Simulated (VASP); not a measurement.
# ZrB (Fm-3m) in VASP: single point with PBE

Aim: the single point of ZrB with PBE.

All numbers are computed with VASP 6.6.1; they aren't measurements. Logs are shortened: lines on timing, memory, paths and dates and some standing lists are left out, and cuts for length are marked.

### 1 The cell of the first run

It takes space group Fm-3m (No. 225, cubic). Conventional cell: a = 4.373 Å, b = 4.373 Å, c = 4.373 Å, α = 90.00°, β = 90.00°, γ = 90.00°. Within 2.9 Å of Zr (site symmetry m-3m) lie 6 B at 2.19 Å. Within 2.9 Å of B (site symmetry m-3m) lie 6 Zr at 2.19 Å.

### 2 Single point, PBE

File INCAR:

```
  PREC = Accurate
  ENCUT = 500
  EDIFF = 1E-6
  ISMEAR = -1
  SIGMA = 0.1
  LREAL = False
  LASPH = True
  NELM = 120
  ALGO = Normal
  ISIF = 2
  LWAVE = False
  LCHARG = True
  GGA = PE
  LELF = True
  LVHAR = True
  NBANDS = 14
  GGA_COMPAT = False
```

File KPOINTS:

```
Automatic mesh
0
Gamma
  13 13 13
```

File POSCAR:

```
ZrB
1.0
    0.0000000000      2.1864990000      2.1864990000
    2.1864990000      0.0000000000      2.1864990000
    2.1864990000      2.1864990000      0.0000000000
Zr B
1 1
Direct
    0.5000000000      0.5000000000      0.5000000000
    0.0000000000      0.0000000000      0.0000000000
```

Potentials or basis: VASP PAW PBE potentials, release 64 (Zr_sv, B).

Run with:

```sh
$ cat potpaw_PBE.64/Zr_sv/POTCAR potpaw_PBE.64/B/POTCAR > POTCAR
$ mpirun -np 1 vasp_std > vasp.out
```

OUTCAR:

```text
PREC = Accurate
   ENCUT = 500
   EDIFF = 1E-6
   ISMEAR = -1
   LREAL = False
   LASPH = True
   NELM = 120
   ISIF = 2
   GGA = PE

 ion  position               nearest neighbor table
   1  0.500  0.500  0.500-   2 2.19   2 2.19   2 2.19   2 2.19   2 2.19   2 2.19
   2  0.000  0.000  0.000-   1 2.19   1 2.19   1 2.19   1 2.19   1 2.19   1 2.19

  LATTYP: Found a face centered cubic cell.
 ALAT       =     4.3729980000

  Lattice vectors:

 A1 = (   0.0000000000,   2.1864990000,   2.1864990000)
 A2 = (   2.1864990000,   0.0000000000,   2.1864990000)
 A3 = (   2.1864990000,   2.1864990000,   0.0000000000)

Analysis of symmetry for initial positions (statically):
=====================================================================
 Subroutine PRICEL returns:
 Original cell was already a primitive cell.

 Routine SETGRP: Setting up the symmetry group for a
 face centered cubic supercell.

 Subroutine GETGRP returns: Found 48 space group operations
 (whereof 48 operations were pure point group operations)
 out of a pool of 48 trial point group operations.

The static configuration has the point symmetry O_h .

Analysis of symmetry for dynamics (positions and initial velocities):
=====================================================================
 Subroutine PRICEL returns:
 Original cell was already a primitive cell.

 Routine SETGRP: Setting up the symmetry group for a
 face centered cubic supercell.

 Subroutine GETGRP returns: Found 48 space group operations
 (whereof 48 operations were pure point group operations)
 out of a pool of 48 trial point group operations.

The dynamic configuration has the point symmetry O_h .

 Subroutine INISYM returns: Found 48 space group operations
 (whereof 48 operations are pure point group operations),
 and found     1 'primitive' translations

----------------------------------------------------------------------------------------

                                     Primitive cell

  volume of cell :      20.9063

  direct lattice vectors                    reciprocal lattice vectors
     0.000000000  2.186499000  2.186499000    -0.228676071  0.228676071  0.228676071
     2.186499000  0.000000000  2.186499000     0.228676071 -0.228676071  0.228676071
     2.186499000  2.186499000  0.000000000     0.228676071  0.228676071 -0.228676071

  length of vectors
     3.092176540  3.092176540  3.092176540     0.396078573  0.396078573  0.396078573

  position of ions in fractional coordinates (direct lattice)
     0.500000000  0.500000000  0.500000000
     0.000000000  0.000000000  0.000000000

  ion indices of the primitive-cell ions
   primitive index   ion index
                 1           1
                 2           2

----------------------------------------------------------------------------------------

 KPOINTS: Automatic mesh

Automatic generation of k-mesh.
 Grid dimensions read from file:
 generate k-points for:   13   13   13

 Generating k-lattice:

  Cartesian coordinates                     Fractional coordinates (reciprocal lattice)
    -0.017590467  0.017590467  0.017590467     0.076923077  0.000000000  0.000000000
     0.017590467 -0.017590467  0.017590467     0.000000000  0.076923077  0.000000000
     0.017590467  0.017590467 -0.017590467     0.000000000  0.000000000  0.076923077

  Length of vectors
     0.030467583  0.030467583  0.030467583

  Shift w.r.t. Gamma in fractional coordinates (k-lattice)
     0.000000000  0.000000000  0.000000000

 Subroutine IBZKPT returns following result:
 ===========================================

 Found     84 irreducible k-points:

 Following reciprocal coordinates:
            Coordinates               Weight
  0.000000  0.000000  0.000000      1.000000
  0.076923  0.000000  0.000000      8.000000
  0.153846  0.000000  0.000000      8.000000
  0.230769  0.000000  0.000000      8.000000
  0.307692  0.000000  0.000000      8.000000
  0.384615  0.000000  0.000000      8.000000
[... 16 lines left out ...]
  0.384615  0.153846  0.000000     24.000000
  0.461538  0.153846  0.000000     24.000000
 [... further k-points ...]
   k-points           NKPTS =     84   k-points in BZ     NKDIM =     84   number of bands    NBANDS=     14
   number of dos      NEDOS =    301   number of ions     NIONS =      2
   total plane-waves  NPLWV =  13824
   dimension x,y,z NGX =    24 NGY =   24 NGZ =   24
   dimension x,y,z NGXF=    48 NGYF=   48 NGZF=   48
   ions per type =               1   1
   NGX,Y,Z   is equivalent  to a cutoff of  12.90, 12.90, 12.90 a.u.
   NGXF,Y,Z  is equivalent  to a cutoff of  25.81, 25.81, 25.81 a.u.
 SYSTEM =  unknown system
   PREC   = accura    normal or accurate (medium, high low for compatibility)
   ISTART =      0    job   : 0-new  1-cont  2-samecut
   ICHARG =      2    charge: 1-file 2-atom 10-const
   ISPIN  =      1    spin polarized calculation?
   LNONCOLLINEAR =      F non collinear calculations
   LSORBIT =      F    spin-orbit coupling
   LASPH  =      T    aspherical Exc in radial PAW
   ENCUT  =  500.0 eV  36.75 Ry    6.06 a.u.   5.64  5.64  5.64*2*pi/ulx,y,z
   NELM   =    120;   NELMIN=  2; NELMDL= -5     # of ELM steps
   EDIFF  = 0.1E-05   stopping-criterion for ELM
   LREAL  =      F    real-space projection
   EDIFFG = 0.1E-04   stopping-criterion for IOM
   NSW    =      0    number of steps for IOM
   IBRION =     -1    ionic relax: 0-MD 1-quasi-New 2-CG
   NFREE  =      0    steps in history (QN), initial steepest desc. (CG)
   ISIF   =      2    stress and relaxation
   ISYM   =      2    0-nonsym 1-usesym 2-fastsym
   POTIM  = 0.5000    time-step for ionic-motion
   TEBEG  =    0.0;   TEEND  =   0.0 temperature during run
   PSTRESS=    0.0 pullay stress
   NELECT =      15.0000    total number of electrons
   NUPDOWN=      -1.0000    fix difference up-down
   EMIN   =  10.00;   EMAX   =-10.00  energy-range for DOS
   EFERMI =   0.00;   METHOD = LEGACY
   ISMEAR =    -1;   SIGMA  =   0.10  broadening in eV -4-tet -1-fermi 0-gaus
   EFERMI_NEDOS =   21; number of points for ismear=-14 and -15
   IALGO  =     38    algorithm
   IMIX   =      4    mixing-type and parameters
     AMIX     =   0.40;   BMIX     =  1.00
     AMIX_MAG =   1.60;   BMIX_MAG =  1.00
  volume/ion in A,a.u.               =      10.45        70.54
  Fermi-wavevector in a.u.,A,eV,Ry     =   1.465590  2.769564 29.224708  2.147955
  Thomas-Fermi vector in A             =   2.581429
   LORBIT       =      0    0 simple, 1 ext, 2 COOP (PROOUT), +10 PAW based schemes
   GGA     = PE    functional components
   LHFCALC =     F    Hartree Fock is set to
   AEXX    =    0.0000 exact exchange contribution
   IVDW    =     0    specifies the selected vdW correction
   LEPSILON=     F    determine dielectric tensor
   LRPA    =     F    only Hartree local field effects (RPA)
 non-spin polarized calculation
  energy-cutoff  :      500.00
  volume of cell :       20.91
 maximum number of plane-waves:       540
   NGX = 11   NGY = 11   NGZ = 11

 number of electron      15.0000000 magnetization

 Free energy of the ion-electron system (eV)
  ---------------------------------------------------
  ext. energy  EPLUGINS =         0.00000000
  ---------------------------------------------------
  free energy    TOTEN  =       -13.87420005 eV

  energy without entropy =      -13.84193250  energy(sigma->0) =      -13.85806628

 E-fermi :  11.2058     XC(G=0): -13.1306

 val. band max:       11.1648157575   @ k =   0.4615   0.2308   0.0000
 cond. band min:      11.2062525372   @ k =  -0.4615   0.3077   0.0769
 fundamental gap:      0.0414367797
 Fermi energy:        11.2058341986

 k-point     1 :       0.0000    0.0000    0.0000
  band No.  band energies     occupation
      1     -34.9913      2.00000
      2     -12.4955      2.00000
      3     -12.4955      2.00000
      4     -12.4955      2.00000
      5       2.6230      2.00000
      6      13.1445      0.00000
      7      13.1445      0.00000
      8      13.1445      0.00000
      9      15.3643      0.00000
     10      15.3643      0.00000
     11      15.3643      0.00000
     12      15.4572      0.00000
     13      15.4572      0.00000
     14      22.7205      0.00000

 k-point     2 :       0.0769    0.0000    0.0000
  band No.  band energies     occupation
      1     -34.9766      2.00000
      2     -12.6084      2.00000
      3     -12.5048      2.00000
      4     -12.5048      2.00000
      5       2.8345      2.00000
      6      12.5873      0.00000
      7      13.0373      0.00000
      8      13.0373      0.00000
      9      14.1078      0.00000
     10      14.1078      0.00000
     11      15.6786      0.00000
     12      17.2157      0.00000
     13      17.2158      0.00000
     14      23.2283      0.00000

 k-point     3 :       0.1538    0.0000    0.0000
  band No.  band energies     occupation
      1     -34.9355      2.00000
      2     -12.9110      2.00000
      3     -12.5305      2.00000
      4     -12.5305      2.00000
      5       3.4192      2.00000
      6      11.5304      0.07495
      7      12.0836      0.00031
      8      12.0836      0.00031
      9      14.2007      0.00000
     10      14.2007      0.00000
     11      16.1451      0.00000
     12      19.2390      0.00000
     13      19.2390      0.00000
     14      24.6006      0.00000
[... 324 lines left out ...]
 k-point    23 :       0.3846    0.1538    0.0000
  band No.  band energies     occupation
      1     -34.7612      2.00000
      2     -13.7956      2.00000
      3     -12.7892      2.00000
      4     -12.7661      2.00000
      5       5.6337      2.00000
      6       8.4910      2.00000
      7      10.2917      1.99979
      8      10.8578      1.94024
      9      14.6595      0.00000
     10      17.7364      0.00000
     11      18.9925      0.00000
     12      22.0703      0.00000
     13      24.1813      0.00000
     14      26.5188      0.00000

 k-point    24 :       0.4615    0.1538    0.0000
  band No.  band energies     occupation
      1     -34.7195      2.00000
      2     -14.0196      2.00000
      3     -12.8674      2.00000
      4     -12.7652      2.00000
      5       6.2588      2.00000
      6       7.9434      2.00000
      7      10.2234      1.99989
      8      10.2464      1.99986
      9      15.6648      0.00000
     10      18.3269      0.00000
     11      19.6430      0.00000
     12      22.8118      0.00000
     13      23.6231      0.00000
     14      27.1301      0.00000

 [... further k-points ...]
[... 5 lines left out ...]
  --------------------------------------------------------------------------------------
  -------------------------------------------------------------------------------------
  Total       13.4171684     13.4171684     13.4171684     -0.0000000      0.0000000     -0.0000000
  in kB     1028.2379014   1028.2379014   1028.2379014     -0.0000000      0.0000000     -0.0000000
  external PRESSURE =    1028.2379014 kB  Pullay stress =       0.0000000 kB

 VOLUME and BASIS-vectors are now :
 -----------------------------------------------------------------------------
  energy-cutoff  :      500.00
  volume of cell :       20.91
      direct lattice vectors                 reciprocal lattice vectors
     0.000000000  2.186499000  2.186499000    -0.228676071  0.228676071  0.228676071
     2.186499000  0.000000000  2.186499000     0.228676071 -0.228676071  0.228676071
     2.186499000  2.186499000  0.000000000     0.228676071  0.228676071 -0.228676071

 POSITION                                       TOTAL-FORCE (eV/Angst)
 -----------------------------------------------------------------------------------
      2.18650      2.18650      2.18650        -0.000000      0.000000     -0.000000
      0.00000      0.00000      0.00000         0.000000     -0.000000      0.000000
 -----------------------------------------------------------------------------------
    total drift:                               -0.000000     -0.000000      0.000000

  FREE ENERGIE OF THE ION-ELECTRON SYSTEM (eV)
  ---------------------------------------------------
  free  energy   TOTEN  =       -13.8742000471 eV

  energy  without entropy=      -13.8419325037  energy(sigma->0) =      -13.85806628
```

It took 14 s on 1 thread of Intel Xeon Platinum 8488C (Sapphire Rapids), shared host; peak memory 0.15 GiB.

What came out:

```yaml
Free_energy: -13.8742 eV
Pressure: 102.8 GPa
```

Levels at points of the mesh, in eV from the Fermi level:
```
           k point  band 5  band 6  band 7  band 8  band 9  band 10  band 11  band 12
(0.00, 0.00, 0.00)   -8.58    1.94    1.94    1.94    4.16     4.16     4.16     4.25
```
